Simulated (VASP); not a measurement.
A run of VASP 6.6.1:

INCAR

```
SYSTEM = BiMo
  PREC = Accurate
  ENCUT = 520
  EDIFF = 1E-7
  ISMEAR = 0
  SIGMA = 0.05
  LREAL = .False.
  LASPH = .True.
  NELM = 80
  ALGO = Fast
  ISIF = 2
  LWAVE = .False.
  LCHARG = .False.
  GGA = PS
  NBANDS = 22
```

The input KPOINTS:

```
regular mesh
0
Gamma
  10 10 10
  0 0 0
```

Contents of POSCAR:

```
BiMo
1.0
    0.0000000000      3.1306056153      3.1306056153
    3.1306056153      0.0000000000      3.1306056153
    3.1306056153      3.1306056153      0.0000000000
Mo Bi
1 1
Direct
    0.0000000000      0.0000000000      0.0000000000
    0.2500000000      0.2500000000      0.2500000000
```

Potentials or basis: VASP PAW PBE potentials, release 64 (Mo_sv, Bi_d).

Run with:

```sh
$ cat potpaw_PBE.64/Mo_sv/POTCAR potpaw_PBE.64/Bi_d/POTCAR > POTCAR
$ mpirun -np 1 vasp_std > vasp.out
```

Hardware: 1 thread of Intel(R) Xeon(R) 6975P-C (Granite Rapids), on a shared host.

Problem. How long does it take, and how much memory?

Solution. Run time: 34 s on 1 thread of Intel(R) Xeon(R) 6975P-C (Granite Rapids), on a shared host, peak memory 0.24 GiB. Counts: scf iterations 15, k points 47.
